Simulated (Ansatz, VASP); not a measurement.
**Be: VASP beside Ansatz**

Contents of INCAR:

```
SYSTEM = Be
PREC = Accurate
ENCUT = 600
EDIFF = 1E-6
ISMEAR = 0
SIGMA = 0.1
LREAL = .False.
LASPH = .True.
NELM = 100
ALGO = Normal
ISIF = 3
LWAVE = .False.
LCHARG = .False.
GGA = PS
IBRION = 2
NSW = 90
EDIFFG = -0.04
```

Contents of KPOINTS:

```
regular mesh
0
Gamma
  8 8 4
  0 0 0
```

Contents of POSCAR:

```
Be
1.0
    2.1065152295     -1.3922454205      0.0000000000
    2.1065152295      1.3922454205      0.0000000000
    0.0000000000      0.0000000000      5.6793160427
Be
4
Direct
    0.8500000000      0.1500000000      0.1170000000
    0.6500000000      0.3500000000      0.6170000000
    0.1500000000      0.8500000000      0.8830000000
    0.3500000000      0.6500000000      0.3830000000
```

Input for Ansatz:

```yaml
crystal:
  lattice:
    - [2.1065152295, -1.3922454205, 0.0]
    - [2.1065152295, 1.3922454205, 0.0]
    - [0.0, 0.0, 5.6793160427]
  atoms:
    - { symbol: Be, position: [0.85, 0.15, 0.117] }
    - { symbol: Be, position: [0.65, 0.35, 0.617] }
    - { symbol: Be, position: [0.15, 0.85, 0.883] }
    - { symbol: Be, position: [0.35, 0.65, 0.383] }
basis:
  ecutwfc: 420
kpoints:
  mp_grid: { grid: [8, 8, 4] }
hamiltonian:
  xc: pbesol
scf:
  occupations: { method: gaussian, width: 0.1 }
  lower_state_search: "off"
output:
  forces: true
  stress: true
  eigenvalues: true
relax:
  adjacent_minimum: "off"
  f_tol: 0.04
  max_steps: 70
  cell: { stress_tol: 0.4 }
```

Alike in both runs: task relaxation of cell and atoms; functional PBEsol; k mesh 8 × 8 × 4; occupations gaussian, width 0.1 eV; no spin polarisation.

```csv
,VASP,Ansatz
version,VASP 6.6.1,Ansatz 0.2.0
potentials or method,"VASP PAW PBE potentials, release 64 (Be), cutoff 600 eV","scalar-relativistic, plane waves, PAW"
valence electrons in the cell,8,8
```

Ansatz gave:

```
gap on the k mesh at the Fermi level, each at its own relaxed structure (eV) : none
relaxed volume (Å³/atom)                                                     : 7.83
relaxed cell length with the largest relative difference (Å)                 : 6.375
```

Question: What did VASP give for the same quantities?

Answer: gap on the k mesh at the Fermi level, each at its own relaxed structure (eV): none; relaxed volume (Å³/atom): 7.87; relaxed cell length with the largest relative difference (Å): 6.388.

VASP's potentials were made for PBE, not for PBEsol. A gap of «none» marks a metal or a gap that the smearing closes.
